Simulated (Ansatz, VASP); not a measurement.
Two plane-wave programs on In2B3

```xyz
5
Lattice="3.2842 0.0000 0.0000 -1.6421 2.8442 0.0000 0.0000 0.0000 7.3410" Properties=species:S:1:pos:R:3 pbc="T T T"
In    0.0000    1.8961    1.4884
In    1.6421    0.9481    5.8526
B     0.0000    0.0000    0.0000
B     0.0000    1.8961    3.7620
B     1.6421    0.9481    3.5790
```

Alike in both runs: task relaxation of cell and atoms; functional PBE; k mesh 12 × 12 × 6; occupations gaussian, width 0.1 eV; no spin polarisation.

|  | VASP | Ansatz |
| --- | --- | --- |
| version | VASP 6.6.1 | Ansatz 0.2.0 |
| potentials or method | VASP PAW PBE potentials, release 64 (In_d, B), cutoff 600 eV | scalar-relativistic, plane waves, PAW |
| valence electrons in the cell | 35 | 35 |

Ansatz gave:

* gap on the k mesh at the Fermi level, each at its own relaxed structure (eV): none
* relaxed volume (Å³/atom): 13.85
* relaxed cell length with the largest relative difference (Å): 7.314

Question: What did VASP give for the same quantities?

Answer: gap on the k mesh at the Fermi level, each at its own relaxed structure (eV): none; relaxed volume (Å³/atom): 13.84; relaxed cell length with the largest relative difference (Å): 7.309.

A gap of «none» marks a metal or a gap that the smearing closes.
